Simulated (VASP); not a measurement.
The system is LiCl.

```
Li Cl
1.0
     3.95003    0.00000    0.00000
    -1.97502    3.60429    0.00000
     0.00000    0.00000    5.23255
Li Cl
2 2
Cartesian
  0.0000 2.4195 1.3081
  1.9750 1.1848 3.9244
  1.9750 1.1624 1.3081
  0.0000 2.4419 3.9244
```

This cell differs from its parent crystal: uniaxial x strain -5.1%.

Base run:

| Quantity | Value |
| --- | --- |
| Program | VASP 6.6.1 |
| Functional | r2SCAN |
| Potentials or basis | VASP PAW PBE potentials, release 64 (Li_sv, Cl) |
| Cutoff | 520 eV |
| k mesh | 12 × 12 × 6 |
| Occupations | gaussian, width 0.01 eV |
| Spin | no spin polarisation |

Its results: band gap on the k mesh 6.51 eV.

Task: The run is repeated on the same cell with these changes: functional from r2SCAN to PBE; occupations from gaussian, width 0.01 eV to fermi-dirac, width 0.02 eV. What comes out?

Result: Band gap on the k mesh 5.80 eV.

A k mesh can miss the band edges.
